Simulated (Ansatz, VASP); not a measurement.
CuI: VASP beside Ansatz

```
Cu I
1.0
     0.00000    3.01115    3.01115
     3.01115    0.00000    3.01115
     3.01115    3.01115    0.00000
Cu I
1 1
Direct
  0.75000 0.75000 0.75000
  0.00000 0.00000 0.00000
```

Change from the starting cell: volume scaled by 0.98.

Alike in both runs: task single point; functional PBE; k mesh 9 × 9 × 9; occupations fermi-dirac, width 0.03 eV; no spin polarisation.

|  | VASP | Ansatz |
| --- | --- | --- |
| version | VASP 6.6.1 | Ansatz 0.2.0 |
| potentials or method | VASP PAW PBE potentials, release 64 (Cu, I), cutoff 520 eV | all-electron LAPW, scalar-relativistic |

```tsv
	VASP	Ansatz	Ansatz less VASP
gap on the k mesh at the Fermi level (eV)	1.20	1.18	-0.023
pressure (GPa)	1.2	1.2	-0.03
```

Ansatz ran all-electron here, and VASP with PAW potentials.

Spin-orbit coupling is off throughout.
